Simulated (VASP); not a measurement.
HfGe3, 4 atoms in the cell. The structure is cubic, space group Pm-3m (No. 221). The conventional cell has a = 4.189 Å, b = 4.189 Å, c = 4.189 Å, α = 90.00°, β = 90.00°, γ = 90.00°. Hf (site symmetry m-3m) has 12 Ge at 2.96 Å within 3.9 Å. Within 3.9 Å of Ge (site symmetry 4/mmm) lie 4 Hf at 2.96 Å and 8 Ge at 2.96 Å. 

- Program: VASP 6.6.1
- Task: single point
- Functional: r2SCAN
- Potentials or basis: VASP PAW PBE potentials, release 64 (Hf_pv, Ge_d)
- Cutoff: 520 eV
- k mesh: 8 × 8 × 8
- Occupations: gaussian, width 0.05 eV
- Spin: no spin polarisation
- Dipole correction: no
- Further INCAR settings: ALGO = Normal; EDIFF = 1e-07; NBANDS = 34

Potentials or basis: VASP PAW PBE potentials, release 64 (Hf_pv, Ge_d).

Command:

```sh
$ cat potpaw_PBE.64/Hf_pv/POTCAR potpaw_PBE.64/Ge_d/POTCAR > POTCAR
$ cp INCAR.step1 INCAR
$ mpirun -np 1 vasp_std > vasp.out
$ cp INCAR.step2 INCAR
$ mpirun -np 1 vasp_std > vasp.out
```

Hardware: 1 thread of Intel Xeon 8259CL, on a shared host.

Task: How long does it take, and how much memory?

Result: It took 4.2 min on 1 thread of Intel Xeon 8259CL, on a shared host, peak memory 0.23 GiB. Counts: k points 35.
